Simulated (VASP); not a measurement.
# GaSb (F-43m) in VASP: further runs

GaSb is run at these levels: r2SCAN; tasks: single point, relaxation of the atoms.

All numbers are computed with VASP 6.6.1; they aren't measurements. Logs are shortened: lines on timing, memory, paths and dates and some standing lists are left out, and cuts for length are marked.

## (1) The cell of the first run

Symmetry: F-43m, No. 216, cubic system. Conventional cell: a = 6.071 Å, b = 6.071 Å, c = 6.071 Å, α = 90.00°, β = 90.00°, γ = 90.00°. Ga (site symmetry -43m) has 4 Sb at 2.63 Å within 3.5 Å. Within 3.5 Å of Sb (site symmetry -43m) lie 4 Ga at 2.63 Å.

## (2) Single point, r2SCAN (strained cell)

POSCAR reads:

```
GaSb
1.0
    0.0000000000      3.0353690050      3.0353690050
    3.0353690050      0.0000000000      3.0353690050
    3.0353690050      3.0353690050      0.0000000000
Ga Sb
1 1
Direct
    0.0000000000      0.0000000000      0.0000000000
    0.2500000000      0.2500000000      0.2500000000
```

INCAR.step1 reads:

```
  PREC = Accurate
  ENCUT = 550
  ISMEAR = 0
  SIGMA = 0.02
  LREAL = F
  LASPH = T
  NELM = 120
  NBANDS = 16
  GGA = PE
  ALGO = Normal
  EDIFF = 1E-5
  LWAVE = T
  LCHARG = F
  GGA_COMPAT = F
```

INCAR.step2 reads:

```
  PREC = Accurate
  ENCUT = 550
  EDIFF = 1E-6
  ISMEAR = 0
  SIGMA = 0.02
  LREAL = F
  LASPH = T
  NELM = 120
  ALGO = Normal
  ISIF = 2
  LWAVE = F
  LCHARG = T
  METAGGA = R2SCAN
  LMIXTAU = T
  LELF = T
  LVHAR = T
  NBANDS = 16
  ISTART = 1
  GGA_COMPAT = F
```

KPOINTS reads:

```
Automatic mesh
0
Gamma
  8 8 8
```

Potentials or basis: VASP PAW PBE potentials, release 64 (Ga_d, Sb).

Started as:

```
$ cat potpaw_PBE.64/Ga_d/POTCAR potpaw_PBE.64/Sb/POTCAR > POTCAR
$ cp INCAR.step1 INCAR
$ mpirun -np 1 vasp_std > vasp.out
$ cp INCAR.step2 INCAR
$ mpirun -np 1 vasp_std > vasp.out
```

OUTCAR:

```text
PREC = Accurate
   ENCUT = 550
   EDIFF = 1E-6
   ISMEAR = 0
   LREAL = F
   LASPH = T
   NELM = 120
   ISIF = 2
   METAGGA = R2SCAN
   ISTART = 1

 ion  position               nearest neighbor table
   1  0.000  0.000  0.000-   2 2.63   2 2.63   2 2.63   2 2.63
   2  0.250  0.250  0.250-   1 2.63   1 2.63   1 2.63   1 2.63

  LATTYP: Found a face centered cubic cell.
 ALAT       =     6.0707380100

  Lattice vectors:

 A1 = (   0.0000000000,   3.0353690050,   3.0353690050)
 A2 = (   3.0353690050,   0.0000000000,   3.0353690050)
 A3 = (   3.0353690050,   3.0353690050,   0.0000000000)

Analysis of symmetry for initial positions (statically):
=====================================================================
 Subroutine PRICEL returns:
 Original cell was already a primitive cell.

 Routine SETGRP: Setting up the symmetry group for a
 face centered cubic supercell.

 Subroutine GETGRP returns: Found 24 space group operations
 (whereof 24 operations were pure point group operations)
 out of a pool of 48 trial point group operations.

The static configuration has the point symmetry T_d .

Analysis of symmetry for dynamics (positions and initial velocities):
=====================================================================
 Subroutine PRICEL returns:
 Original cell was already a primitive cell.

 Routine SETGRP: Setting up the symmetry group for a
 face centered cubic supercell.

 Subroutine GETGRP returns: Found 24 space group operations
 (whereof 24 operations were pure point group operations)
 out of a pool of 48 trial point group operations.

The dynamic configuration has the point symmetry T_d .

 Subroutine INISYM returns: Found 24 space group operations
 (whereof 24 operations are pure point group operations),
 and found     1 'primitive' translations

----------------------------------------------------------------------------------------

                                     Primitive cell

  volume of cell :      55.9325

  direct lattice vectors                    reciprocal lattice vectors
     0.000000000  3.035369005  3.035369005    -0.164724618  0.164724618  0.164724618
     3.035369005  0.000000000  3.035369005     0.164724618 -0.164724618  0.164724618
     3.035369005  3.035369005  0.000000000     0.164724618  0.164724618 -0.164724618

  length of vectors
     4.292660014  4.292660014  4.292660014     0.285311408  0.285311408  0.285311408

  position of ions in fractional coordinates (direct lattice)
     0.000000000  0.000000000  0.000000000
     0.250000000  0.250000000  0.250000000

  ion indices of the primitive-cell ions
   primitive index   ion index
                 1           1
                 2           2

----------------------------------------------------------------------------------------

 KPOINTS: Automatic mesh

Automatic generation of k-mesh.
 Grid dimensions read from file:
 generate k-points for:    8    8    8

 Generating k-lattice:

  Cartesian coordinates                     Fractional coordinates (reciprocal lattice)
    -0.020590577  0.020590577  0.020590577     0.125000000  0.000000000  0.000000000
     0.020590577 -0.020590577  0.020590577     0.000000000  0.125000000  0.000000000
     0.020590577  0.020590577 -0.020590577     0.000000000  0.000000000  0.125000000

  Length of vectors
     0.035663926  0.035663926  0.035663926

  Shift w.r.t. Gamma in fractional coordinates (k-lattice)
     0.000000000  0.000000000  0.000000000

 Subroutine IBZKPT returns following result:
 ===========================================

 Found     29 irreducible k-points:

 Following reciprocal coordinates:
            Coordinates               Weight
  0.000000  0.000000  0.000000      1.000000
  0.125000  0.000000  0.000000      8.000000
  0.250000  0.000000  0.000000      8.000000
  0.375000  0.000000  0.000000      8.000000
  0.500000  0.000000  0.000000      4.000000
  0.125000  0.125000  0.000000      6.000000
[... 16 lines left out ...]
  0.500000  0.250000  0.125000     48.000000
 -0.375000  0.250000  0.125000     24.000000
 [... further k-points ...]
   k-points           NKPTS =     29   k-points in BZ     NKDIM =     29   number of bands    NBANDS=     16
   number of dos      NEDOS =    301   number of ions     NIONS =      2
   total plane-waves  NPLWV =  46656
   dimension x,y,z NGX =    36 NGY =   36 NGZ =   36
   dimension x,y,z NGXF=    72 NGYF=   72 NGZF=   72
   ions per type =               1   1
   NGX,Y,Z   is equivalent  to a cutoff of  13.94, 13.94, 13.94 a.u.
   NGXF,Y,Z  is equivalent  to a cutoff of  27.88, 27.88, 27.88 a.u.
 SYSTEM =  unknown system
   PREC   = accura    normal or accurate (medium, high low for compatibility)
   ISTART =      1    job   : 0-new  1-cont  2-samecut
   ICHARG =      0    charge: 1-file 2-atom 10-const
   ISPIN  =      1    spin polarized calculation?
   LNONCOLLINEAR =      F non collinear calculations
   LSORBIT =      F    spin-orbit coupling
   LASPH  =      T    aspherical Exc in radial PAW
   ENCUT  =  550.0 eV  40.42 Ry    6.36 a.u.   8.21  8.21  8.21*2*pi/ulx,y,z
   NELM   =    120;   NELMIN=  2; NELMDL=  0     # of ELM steps
   EDIFF  = 0.1E-05   stopping-criterion for ELM
   LREAL  =      F    real-space projection
   EDIFFG = 0.1E-04   stopping-criterion for IOM
   NSW    =      0    number of steps for IOM
   IBRION =     -1    ionic relax: 0-MD 1-quasi-New 2-CG
   NFREE  =      0    steps in history (QN), initial steepest desc. (CG)
   ISIF   =      2    stress and relaxation
   ISYM   =      2    0-nonsym 1-usesym 2-fastsym
   POTIM  = 0.5000    time-step for ionic-motion
   TEBEG  =    0.0;   TEEND  =   0.0 temperature during run
   PSTRESS=    0.0 pullay stress
   NELECT =      18.0000    total number of electrons
   NUPDOWN=      -1.0000    fix difference up-down
   EMIN   =  10.00;   EMAX   =-10.00  energy-range for DOS
   EFERMI =   0.00;   METHOD = LEGACY
   ISMEAR =     0;   SIGMA  =   0.02  broadening in eV -4-tet -1-fermi 0-gaus
   EFERMI_NEDOS =   21; number of points for ismear=-14 and -15
   IALGO  =     38    algorithm
   IMIX   =      4    mixing-type and parameters
     AMIX     =   0.40;   BMIX     =  1.00
     AMIX_MAG =   1.60;   BMIX_MAG =  1.00
  volume/ion in A,a.u.               =      27.97       188.73
[... 38 lines left out ...]
      3     -10.6157      2.00000
      4     -10.5548      2.00000
      5     -10.5548      2.00000
      6      -7.1732      2.00000
[... 8 lines left out ...]
     15      13.9897      0.00000
     16      13.9897      0.00000

 k-point     2 :       0.1250    0.0000    0.0000
  band No.  band energies     occupation
      1     -10.6207      2.00000
      2     -10.6135      2.00000
      3     -10.6135      2.00000
      4     -10.5550      2.00000
      5     -10.5550      2.00000
      6      -6.9994      2.00000
[... 8 lines left out ...]
     15      13.1886      0.00000
     16      13.1886      0.00000

 k-point     3 :       0.2500    0.0000    0.0000
  band No.  band energies     occupation
      1     -10.6325      2.00000
      2     -10.6087      2.00000
      3     -10.6087      2.00000
      4     -10.5553      2.00000
      5     -10.5553      2.00000
      6      -6.5032      2.00000
[... 8 lines left out ...]
     15      12.9756      0.00000
     16      12.9756      0.00000

 k-point     4 :       0.3750    0.0000    0.0000
  band No.  band energies     occupation
      1     -10.6440      2.00000
      2     -10.6044      2.00000
      3     -10.6044      2.00000
      4     -10.5549      2.00000
      5     -10.5549      2.00000
      6      -5.8096      2.00000
[... 8 lines left out ...]
     15      14.0168      0.00000
     16      14.0168      0.00000

 k-point     5 :       0.5000    0.0000    0.0000
  band No.  band energies     occupation
      1     -10.6487      2.00000
      2     -10.6028      2.00000
      3     -10.6028      2.00000
      4     -10.5546      2.00000
      5     -10.5546      2.00000
      6      -5.3892      2.00000
[... 8 lines left out ...]
     15      15.5144      0.00000
     16      15.5144      0.00000

 k-point     6 :       0.1250    0.1250    0.0000
  band No.  band energies     occupation
      1     -10.6246      2.00000
      2     -10.6115      2.00000
      3     -10.6115      2.00000
      4     -10.5564      2.00000
      5     -10.5541      2.00000
      6      -6.9407      2.00000
[... 8 lines left out ...]
     15      12.4288      0.00000
     16      14.2035      0.00000

 k-point     7 :       0.2500    0.1250    0.0000
  band No.  band energies     occupation
      1     -10.6344      2.00000
      2     -10.6074      2.00000
      3     -10.6066      2.00000
      4     -10.5579      2.00000
      5     -10.5536      2.00000
      6      -6.5482      2.00000
[... 8 lines left out ...]
     15      13.5916      0.00000
     16      14.0089      0.00000

 k-point     8 :       0.3750    0.1250    0.0000
  band No.  band energies     occupation
      1     -10.6448      2.00000
      2     -10.6035      2.00000
      3     -10.6020      2.00000
      4     -10.5580      2.00000
      5     -10.5535      2.00000
      6      -5.8997      2.00000
[... 8 lines left out ...]
     15      14.0409      0.00000
     16      14.7328      0.00000

 k-point     9 :       0.5000    0.1250    0.0000
  band No.  band energies     occupation
      1     -10.6506      2.00000
      2     -10.6013      2.00000
      3     -10.6002      2.00000
      4     -10.5567      2.00000
      5     -10.5541      2.00000
      6      -5.3076      2.00000
[... 8 lines left out ...]
     15      15.3629      0.00000
     16      15.5179      0.00000
[... 172 lines left out ...]
 k-point    19 :       0.5000    0.3750    0.0000
  band No.  band energies     occupation
      1     -10.6650      2.00000
      2     -10.5895      2.00000
      3     -10.5885      2.00000
      4     -10.5668      2.00000
      5     -10.5509      2.00000
      6      -4.6916      2.00000
[... 8 lines left out ...]
     15      16.0782      0.00000
     16      16.5623      0.00000

 k-point    20 :      -0.3750    0.3750    0.0000
  band No.  band energies     occupation
      1     -10.6619      2.00000
      2     -10.5928      2.00000
      3     -10.5904      2.00000
      4     -10.5634      2.00000
      5     -10.5529      2.00000
      6      -4.5381      2.00000
[... 8 lines left out ...]
     15      14.2871      0.00000
     16      18.0286      0.00000

 k-point    21 :       0.5000    0.5000    0.0000
  band No.  band energies     occupation
      1     -10.6685      2.00000
      2     -10.5864      2.00000
      3     -10.5864      2.00000
      4     -10.5691      2.00000
      5     -10.5499      2.00000
      6      -4.4637      2.00000
[... 8 lines left out ...]
     15      16.6190      0.00000
     16      16.9224      0.00000

 k-point    22 :       0.3750    0.2500    0.1250
  band No.  band energies     occupation
      1     -10.6441      2.00000
      2     -10.6030      2.00000
      3     -10.6013      2.00000
      4     -10.5595      2.00000
      5     -10.5532      2.00000
      6      -6.0695      2.00000
[... 8 lines left out ...]
     15      14.6935      0.00000
     16      14.8722      0.00000

 k-point    23 :       0.5000    0.2500    0.1250
  band No.  band energies     occupation
      1     -10.6518      2.00000
      2     -10.5999      2.00000
      3     -10.5972      2.00000
      4     -10.5594      2.00000
      5     -10.5538      2.00000
      6      -5.4025      2.00000
[... 8 lines left out ...]
     15      14.3175      0.00000
     16      15.8020      0.00000

 k-point    24 :      -0.3750    0.2500    0.1250
  band No.  band energies     occupation
      1     -10.6547      2.00000
      2     -10.5990      2.00000
      3     -10.5957      2.00000
      4     -10.5585      2.00000
      5     -10.5546      2.00000
      6      -4.9991      2.00000
[... 8 lines left out ...]
     15      15.2238      0.00000
     16      15.8315      0.00000

 [... further k-points ...]

------------------------ aborting loop because EDIFF is reached ----------------------------------------

  FORCE on cell =-STRESS in cart. coord.  units (eV):
  Direction    XX          YY          ZZ          XY          YZ          ZX
  --------------------------------------------------------------------------------------
  -------------------------------------------------------------------------------------
  Total        0.6362363      0.6362363      0.6362363      0.0000000      0.0000000      0.0000000
  in kB       18.2248751     18.2248751     18.2248751      0.0000000      0.0000000      0.0000000
  external PRESSURE =      18.2248751 kB  Pullay stress =       0.0000000 kB

 VOLUME and BASIS-vectors are now :
 -----------------------------------------------------------------------------
  energy-cutoff  :      550.00
  volume of cell :       55.93
      direct lattice vectors                 reciprocal lattice vectors
     0.000000000  3.035369005  3.035369005    -0.164724618  0.164724618  0.164724618
     3.035369005  0.000000000  3.035369005     0.164724618 -0.164724618  0.164724618
     3.035369005  3.035369005  0.000000000     0.164724618  0.164724618 -0.164724618

 POSITION                                       TOTAL-FORCE (eV/Angst)
 -----------------------------------------------------------------------------------
      0.00000      0.00000      0.00000         0.000000      0.000000      0.000000
      1.51768      1.51768      1.51768        -0.000000     -0.000000     -0.000000
 -----------------------------------------------------------------------------------
    total drift:                               -0.000000     -0.000000     -0.000000

  FREE ENERGIE OF THE ION-ELECTRON SYSTEM (eV)
  ---------------------------------------------------
  free  energy   TOTEN  =       -37.5908383929 eV

  energy  without entropy=      -37.5908383929  energy(sigma->0) =      -37.59083839
```

It took 84 s on 1 thread of Intel Xeon Platinum 8259CL at 2.50GHz (Skylake/Cascade Lake), shared host; peak memory 0.23 GiB.

What came out:

| Item | Value |
| --- | --- |
| Free energy | -37.5908 eV |
| Pressure | 1.8 GPa |
| Band gap on the k mesh | 0.63 eV |

Caveat: the cell differs from its parent crystal (strained cell); the PAW data sets were made with another functional, which shifts forces and pressure a little; spin-orbit coupling is left out, which moves the levels of the heavy elements.

## (3) Single point, r2SCAN

POSCAR is that of step 2.

INCAR.step1 reads:

```
SYSTEM = GaSb
PREC = Accurate ; ENCUT = 550
ISMEAR = 0 ; SIGMA = 0.01
LREAL = .FALSE. ; LASPH = .TRUE.
NELM = 120 ; NBANDS = 16
GGA = PE ; ALGO = Normal
EDIFF = 1E-5 ; LWAVE = .TRUE.
LCHARG = .FALSE. ; GGA_COMPAT = .FALSE.
```

INCAR.step2 reads:

```
SYSTEM = GaSb
PREC = Accurate ; ENCUT = 550
EDIFF = 1E-6 ; ISMEAR = 0
SIGMA = 0.01 ; LREAL = .FALSE.
LASPH = .TRUE. ; NELM = 120
ALGO = Normal ; ISIF = 2
LWAVE = .FALSE. ; LCHARG = .FALSE.
METAGGA = R2SCAN ; LMIXTAU = .TRUE.
NBANDS = 16 ; ISTART = 1
GGA_COMPAT = .FALSE.
```

KPOINTS reads:

```
Automatic mesh
0
G
  8 8 8
  0 0 0
```

Potentials or basis: VASP PAW PBE potentials, release 64 (Ga_d, Sb).

Started as:

```
$ cat potpaw_PBE.64/Ga_d/POTCAR potpaw_PBE.64/Sb/POTCAR > POTCAR
$ cp INCAR.step1 INCAR
$ mpirun -np 1 vasp_std > vasp.out
$ cp INCAR.step2 INCAR
$ mpirun -np 1 vasp_std > vasp.out
```

It took 88 s on 1 thread of Intel Xeon Platinum 8259CL at 2.50GHz (Skylake/Cascade Lake), shared host; peak memory 0.22 GiB.

The run converged. Its results:

- Free energy: -37.5908 eV
- Pressure: 1.8 GPa
- Band gap on the k mesh: 0.63 eV

Levels at points of the mesh, in eV from the valence-band top:
```csv
k point,band 5,band 6,band 7,band 8,band 9,band 10,band 11,band 12,band 13,band 14
"(0.00, 0.00, 0.00)",-15.48,-12.10,0.00,0.00,0.00,0.63,2.97,2.97,2.97,6.39
"(0.50, 0.00, 0.00)",-15.48,-10.32,-6.71,-1.25,-1.25,0.74,4.01,4.01,6.91,10.13
"(0.50, 0.50, 0.00)",-15.48,-9.39,-7.16,-2.78,-2.78,1.09,1.44,9.42,9.42,11.00
```

Caveat: the PAW data sets were made with another functional, which shifts forces and pressure a little; spin-orbit coupling is left out, which moves the levels of the heavy elements. A k mesh can miss the band edges.

## (4) Relaxation of the atoms, r2SCAN (strained cell)

POSCAR is that of step 3.

INCAR.step1 reads:

```
ALGO = Normal
EDIFF = 1E-5
EDIFFG = -0.01
ENCUT = 500
GGA = PE
GGA_COMPAT = F
IBRION = 2
ISMEAR = 0
LASPH = T
LCHARG = F
LREAL = F
LWAVE = T
NELM = 120
NELMIN = 4
NSW = 100
PREC = Accurate
SIGMA = 0.02
```

INCAR.step2 reads:

```
ALGO = Normal
EDIFF = 1E-7
EDIFFG = -0.002
ENCUT = 500
GGA_COMPAT = F
IBRION = 2
ISIF = 2
ISMEAR = 0
ISTART = 1
LASPH = T
LCHARG = F
LMIXTAU = T
LREAL = F
LWAVE = F
METAGGA = R2SCAN
NELM = 120
NELMIN = 4
NSW = 60
PREC = Accurate
SIGMA = 0.02
```

KPOINTS reads:

```
k-points
0
Gamma
  8 8 8
```

Started as:

```
$ cat potpaw_PBE.64/Ga_d/POTCAR potpaw_PBE.64/Sb/POTCAR > POTCAR
$ cp INCAR.step1 INCAR
$ mpirun -np 1 vasp_std > vasp.out
$ cp INCAR.step2 INCAR
$ mpirun -np 1 vasp_std > vasp.out
```

Run time: 54 s. Hardware: 1 thread of Intel Xeon Platinum 8259CL at 2.50GHz (Skylake/Cascade Lake), shared host; peak memory 0.19 GiB.

The run converged. Its results:

- Free energy: -37.5905 eV
- Pressure after relaxing: 1.9 GPa
- Band gap on the k mesh: 0.63 eV

Final structure:
```cif
data_structure
_symmetry_space_group_name_H-M 'P 1'
_symmetry_Int_Tables_number 1
_cell_length_a 4.2927
_cell_length_b 4.2927
_cell_length_c 4.2927
_cell_angle_alpha 60.000
_cell_angle_beta 60.000
_cell_angle_gamma 60.000
_cell_volume 55.93
loop_
_atom_site_label
_atom_site_type_symbol
_atom_site_fract_x
_atom_site_fract_y
_atom_site_fract_z
_atom_site_occupancy
Ga1 Ga 0.00000 0.00000 0.00000 1
Sb1 Sb 0.25000 0.25000 0.25000 1
```

Levels at points of the mesh, in eV from the valence-band top:
```tsv
k point	band 6	band 7	band 8	band 9	band 10	band 11	band 12	band 13
(0.00, 0.00, 0.00)	-12.10	0.00	0.00	0.00	0.63	2.97	2.97	2.97
(0.50, 0.00, 0.00)	-10.32	-6.71	-1.25	-1.25	0.74	4.01	4.01	6.91
(0.50, 0.50, 0.00)	-9.39	-7.16	-2.78	-2.78	1.09	1.44	9.42	9.42
```

Caveat: the cell differs from its parent crystal (strained cell); the relaxation stopped at its first step, so nothing moved; the PAW data sets were made with another functional, which shifts forces and pressure a little; spin-orbit coupling is left out, which moves the levels of the heavy elements. A k mesh can miss the band edges.

## (5) Overview

| task | cell | cutoff (eV) | smearing | gap on the mesh (eV) | pressure (GPa) |
| --- | --- | --- | --- | --- | --- |
| single point | as given | 550 | gaussian 0.02 eV | 0.63 | 1.8 |
| single point | as given | 550 | gaussian 0.01 eV | 0.63 | 1.8 |
| relaxation of the atoms | atoms relaxed | 500 | gaussian 0.02 eV | 0.63 | 1.9 |

Alike in all rows: level r2SCAN; potentials or basis VASP PAW PBE potentials, release 64 (Ga_d, Sb); no spin polarisation; k mesh 8 × 8 × 8.

Caveats: the PAW data sets were made with another functional, which shifts forces and pressure a little; spin-orbit coupling is left out, which moves the levels of the heavy elements; the relaxation stopped at its first step, so nothing moved (at least some runs).

Total energies depend on the potentials used, so only differences within one code and one set of settings carry meaning.
